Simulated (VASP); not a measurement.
# In3BiO3 (R3m) in VASP: further runs, part 2 of 2

VASP 6.6.1. The steps go on from the part before.

### 3 Single point, PBE

File INCAR:

```
SYSTEM = In3BiO3
ALGO     = Normal         ! electronic algorithm
EDIFF    = 1E-7           ! SCF threshold, eV
ENCUT    = 520            ! plane-wave cutoff, eV
GGA      = PE             ! functional
ISIF     = 2              ! what is computed and relaxed
ISMEAR   = 0              ! smearing method
LASPH    = .TRUE.         ! aspherical terms in the spheres
LCHARG   = .TRUE.         ! write CHGCAR
LELF     = .TRUE.         ! ELF
LREAL    = .FALSE.        ! projectors in reciprocal space
LVHAR    = .TRUE.       
LWAVE    = .FALSE.        ! write WAVECAR
NBANDS   = 45             ! bands
NELM     = 60             ! most SCF steps
PREC     = Accurate       ! precision mode
SIGMA    = 0.01           ! smearing width, eV
```

File KPOINTS:

```
k-points
0
G
  6 6 6
  0 0 0
```

File POSCAR:

```
In3BiO3
1.0
    4.0064620509      2.3131319436      2.6003614829
   -4.0064620509      2.3131319436      2.6003614829
    0.0000000000     -4.6262638872      2.6003614829
In Bi O
3 1 3
Direct
    0.8507504954      0.3630255607      0.3630255607
    0.3630255607      0.3630255607      0.8507504954
    0.3630255607      0.8507504954      0.3630255607
    0.9707039016      0.9707039016      0.9707039016
    0.6029014599      0.1866915616      0.6029014599
    0.6029014599      0.6029014599      0.1866915616
    0.1866915616      0.6029014599      0.6029014599
```

Potentials or basis: VASP PAW PBE potentials, release 64 (In_d, Bi_d, O).

The run is started by

```sh
$ cat potpaw_PBE.64/In_d/POTCAR potpaw_PBE.64/Bi_d/POTCAR potpaw_PBE.64/O/POTCAR > POTCAR
$ mpirun -np 1 vasp_std > vasp.out
```

OUTCAR:

```text
SYSTEM = In3BiO3
   EDIFF = 1E-7
   ENCUT = 520
   GGA = PE
   ISIF = 2
   ISMEAR = 0
   LASPH = .TRUE.
   LREAL = .FALSE.
   NELM = 60
   PREC = Accurate

 ion  position               nearest neighbor table
   1  0.851  0.363  0.363-   6 2.16   5 2.16   7 2.17   4 2.93   2 3.48   2 3.48   3 3.48   3 3.48
                             3 3.91   2 3.91
   2  0.363  0.363  0.851-   5 2.16   7 2.16   6 2.17   4 2.93   3 3.48   1 3.48   1 3.48   3 3.48
                             1 3.91   3 3.91
   3  0.363  0.851  0.363-   6 2.16   7 2.16   5 2.17   4 2.93   2 3.48   2 3.48   1 3.48   1 3.48
                             1 3.91   2 3.91
   4  0.971  0.971  0.971-   1 2.93   3 2.93   2 2.93
   5  0.603  0.187  0.603-   2 2.16   1 2.16   3 2.17
   6  0.603  0.603  0.187-   1 2.16   3 2.16   2 2.17
   7  0.187  0.603  0.603-   2 2.16   3 2.16   1 2.17

  LATTYP: Found a trigonal (rhomboedric) cell.
 ALAT       =     5.3069951381
 COS(alpha) =    -0.1398683186

  Lattice vectors:

 A1 = (   4.0064620509,   2.3131319436,   2.6003614829)
 A2 = (  -4.0064620509,   2.3131319436,   2.6003614829)
 A3 = (   0.0000000000,  -4.6262638872,   2.6003614829)

Analysis of symmetry for initial positions (statically):
=====================================================================
 Subroutine PRICEL returns:
 Original cell was already a primitive cell.

 Routine SETGRP: Setting up the symmetry group for a
 trigonal (rhombohedral) supercell.

 Subroutine GETGRP returns: Found  6 space group operations
 (whereof  6 operations were pure point group operations)
 out of a pool of 12 trial point group operations.

The static configuration has the point symmetry C_3v.

Analysis of symmetry for dynamics (positions and initial velocities):
=====================================================================
 Subroutine PRICEL returns:
 Original cell was already a primitive cell.

 Routine SETGRP: Setting up the symmetry group for a
 trigonal (rhombohedral) supercell.

 Subroutine GETGRP returns: Found  6 space group operations
 (whereof  6 operations were pure point group operations)
 out of a pool of 12 trial point group operations.

The dynamic configuration has the point symmetry C_3v.

 Subroutine INISYM returns: Found  6 space group operations
 (whereof  6 operations are pure point group operations),
 and found     1 'primitive' translations

----------------------------------------------------------------------------------------

                                     Primitive cell

  volume of cell :     144.5927

  direct lattice vectors                    reciprocal lattice vectors
     4.006462051  2.313131944  2.600361483     0.124798387  0.072052382  0.128187306
    -4.006462051  2.313131944  2.600361483    -0.124798387  0.072052382  0.128187306
     0.000000000 -4.626263887  2.600361483     0.000000000 -0.144104764  0.128187306

  length of vectors
     5.306995138  5.306995138  5.306995138     0.192868267  0.192868267  0.192868267

  position of ions in fractional coordinates (direct lattice)
     0.850750495  0.363025561  0.363025561
     0.363025561  0.363025561  0.850750495
     0.363025561  0.850750495  0.363025561
     0.970703902  0.970703902  0.970703902
     0.602901460  0.186691562  0.602901460
     0.602901460  0.602901460  0.186691562
     0.186691562  0.602901460  0.602901460

  ion indices of the primitive-cell ions
[... 36 lines left out ...]
            Coordinates               Weight
  0.000000  0.000000  0.000000      1.000000
  0.166667 -0.000000 -0.000000      6.000000
  0.333333 -0.000000  0.000000      6.000000
  0.500000 -0.000000 -0.000000      3.000000
  0.166667  0.166667 -0.000000      6.000000
  0.333333  0.166667  0.000000     12.000000
[... 16 lines left out ...]
  0.500000  0.500000  0.166667      6.000000
 -0.333333  0.500000  0.166667     12.000000
 [... further k-points ...]
   k-points           NKPTS =     32   k-points in BZ     NKDIM =     32   number of bands    NBANDS=     45
   number of dos      NEDOS =    301   number of ions     NIONS =      7
   total plane-waves  NPLWV =  64000
   dimension x,y,z NGX =    40 NGY =   40 NGZ =   40
   dimension x,y,z NGXF=    80 NGYF=   80 NGZF=   80
   ions per type =               3   1   3
   NGX,Y,Z   is equivalent  to a cutoff of  12.53, 12.53, 12.53 a.u.
   NGXF,Y,Z  is equivalent  to a cutoff of  25.06, 25.06, 25.06 a.u.
 SYSTEM =  In3BiO3
   PREC   = accura    normal or accurate (medium, high low for compatibility)
   ISTART =      0    job   : 0-new  1-cont  2-samecut
   ICHARG =      2    charge: 1-file 2-atom 10-const
   ISPIN  =      1    spin polarized calculation?
   LNONCOLLINEAR =      F non collinear calculations
   LSORBIT =      F    spin-orbit coupling
   LASPH  =      T    aspherical Exc in radial PAW
   ENCUT  =  520.0 eV  38.22 Ry    6.18 a.u.   9.87  9.87  9.87*2*pi/ulx,y,z
   NELM   =     60;   NELMIN=  2; NELMDL= -5     # of ELM steps
   EDIFF  = 0.1E-06   stopping-criterion for ELM
   LREAL  =      F    real-space projection
   EDIFFG = 0.1E-05   stopping-criterion for IOM
   NSW    =      0    number of steps for IOM
   IBRION =     -1    ionic relax: 0-MD 1-quasi-New 2-CG
   NFREE  =      0    steps in history (QN), initial steepest desc. (CG)
   ISIF   =      2    stress and relaxation
   ISYM   =      2    0-nonsym 1-usesym 2-fastsym
   POTIM  = 0.5000    time-step for ionic-motion
   TEBEG  =    0.0;   TEEND  =   0.0 temperature during run
   PSTRESS=    0.0 pullay stress
   NELECT =      72.0000    total number of electrons
   NUPDOWN=      -1.0000    fix difference up-down
   EMIN   =  10.00;   EMAX   =-10.00  energy-range for DOS
   EFERMI =   0.00;   METHOD = LEGACY
   ISMEAR =     0;   SIGMA  =   0.01  broadening in eV -4-tet -1-fermi 0-gaus
   EFERMI_NEDOS =   21; number of points for ismear=-14 and -15
   IALGO  =     38    algorithm
   IMIX   =      4    mixing-type and parameters
     AMIX     =   0.40;   BMIX     =  1.00
     AMIX_MAG =   1.60;   BMIX_MAG =  1.00
  volume/ion in A,a.u.               =      20.66       139.39
  Fermi-wavevector in a.u.,A,eV,Ry     =   1.297588  2.452086 22.908604  1.683735
  Thomas-Fermi vector in A             =   2.428971
   LORBIT       =      0    0 simple, 1 ext, 2 COOP (PROOUT), +10 PAW based schemes
   GGA     = PE    functional components
   LHFCALC =     F    Hartree Fock is set to
   AEXX    =    0.0000 exact exchange contribution
   IVDW    =     0    specifies the selected vdW correction
   LEPSILON=     F    determine dielectric tensor
   LRPA    =     F    only Hartree local field effects (RPA)
 non-spin polarized calculation
 Gauss-broadening in eV      SIGMA  =   0.01
  energy-cutoff  :      520.00
  volume of cell :      144.59
 maximum number of plane-waves:      3915
   NGX = 19   NGY = 19   NGZ = 19

 number of electron      71.9999990 magnetization

 Free energy of the ion-electron system (eV)
  ---------------------------------------------------
  ext. energy  EPLUGINS =         0.00000000
  ---------------------------------------------------
  free energy    TOTEN  =       -33.41336185 eV

  energy without entropy =      -33.41336185  energy(sigma->0) =      -33.41336185

 E-fermi :   4.9950     XC(G=0):  -9.7056

 val. band max:        4.9082265858   @ k =   0.0000   0.0000   0.0000
 cond. band min:       5.2664778681   @ k =   0.0000   0.0000   0.0000
 fundamental gap:      0.3582512822
 Fermi energy:         4.9949822305

 k-point     1 :       0.0000    0.0000    0.0000
  band No.  band energies     occupation
      1     -16.7368      2.00000
      2     -16.7368      2.00000
      3     -16.7196      2.00000
      4     -16.7196      2.00000
      5     -16.7045      2.00000
      6     -12.9247      2.00000
[... 1141 lines left out ...]
     44      11.7583      0.00000
     45      12.3502      0.00000

 [... further k-points ...]
[... 5 lines left out ...]
  --------------------------------------------------------------------------------------
  -------------------------------------------------------------------------------------
  Total        0.1269524      0.1269524      0.1482231      0.0000000      0.0000000      0.0000000
  in kB        1.4067117      1.4067117      1.6424048      0.0000000      0.0000000      0.0000000
  external PRESSURE =       1.4852760 kB  Pullay stress =       0.0000000 kB

 VOLUME and BASIS-vectors are now :
 -----------------------------------------------------------------------------
  energy-cutoff  :      520.00
  volume of cell :      144.59
      direct lattice vectors                 reciprocal lattice vectors
     4.006462051  2.313131944  2.600361483     0.124798387  0.072052382  0.128187306
    -4.006462051  2.313131944  2.600361483    -0.124798387  0.072052382  0.128187306
     0.000000000 -4.626263887  2.600361483     0.000000000 -0.144104764  0.128187306

 POSITION                                       TOTAL-FORCE (eV/Angst)
 -----------------------------------------------------------------------------------
      1.95405      1.12817      4.10025         0.031314      0.018079     -0.017346
      0.00000     -2.25634      4.10025         0.000000     -0.036159     -0.017346
     -1.95405      1.12817      4.10025        -0.031314      0.018079     -0.017346
      0.00000      0.00000      7.57254         0.000000     -0.000000     -0.009261
      1.66753     -0.96275      3.62099         0.010743     -0.006202      0.020433
      0.00000      1.92550      3.62099         0.000000      0.012404      0.020433
     -1.66753     -0.96275      3.62099        -0.010743     -0.006202      0.020433
 -----------------------------------------------------------------------------------
    total drift:                               -0.000000     -0.000000     -0.001738

  FREE ENERGIE OF THE ION-ELECTRON SYSTEM (eV)
  ---------------------------------------------------
  free  energy   TOTEN  =       -33.4133618492 eV

  energy  without entropy=      -33.4133618492  energy(sigma->0) =      -33.41336185
```

Run time: 6.7 min. Hardware: 1 thread of Oxide Virtual Turin-like, shared host; peak memory 0.32 GiB.

Results:

| Quantity | Value |
| --- | --- |
| Free energy | -33.4134 eV |
| Pressure | 0.1 GPa |
| Largest force | 0.040 eV/Å |
| Band gap on the k mesh | 0.36 eV |

Forces on the atoms (eV/Å):
```
In   0.031  0.018 -0.017
In   0.000 -0.036 -0.017
In  -0.031  0.018 -0.017
Bi   0.000  0.000 -0.009
O    0.011 -0.006  0.020
O    0.000  0.012  0.020
O   -0.011 -0.006  0.020
```

Levels at points of the mesh, in eV from the valence-band top:
| k point | band 33 | band 34 | band 35 | band 36 | band 37 | band 38 | band 39 | band 40 |
| --- | --- | --- | --- | --- | --- | --- | --- | --- |
| (0.00, 0.00, 0.00) | -2.47 | -0.77 | 0.00 | 0.00 | 0.36 | 2.79 | 2.79 | 4.39 |
| (0.50, 0.00, 0.00) | -2.04 | -1.81 | -0.37 | -0.19 | 2.16 | 3.40 | 3.59 | 4.40 |
| (0.50, 0.50, 0.00) | -2.14 | -0.94 | -0.65 | -0.29 | 2.04 | 3.60 | 3.61 | 4.21 |
| (0.50, 0.50, 0.50) | -2.17 | -0.83 | -0.01 | -0.01 | 1.30 | 1.30 | 3.66 | 4.25 |

Caveat: spin-orbit coupling is left out, which moves the levels of the heavy elements.
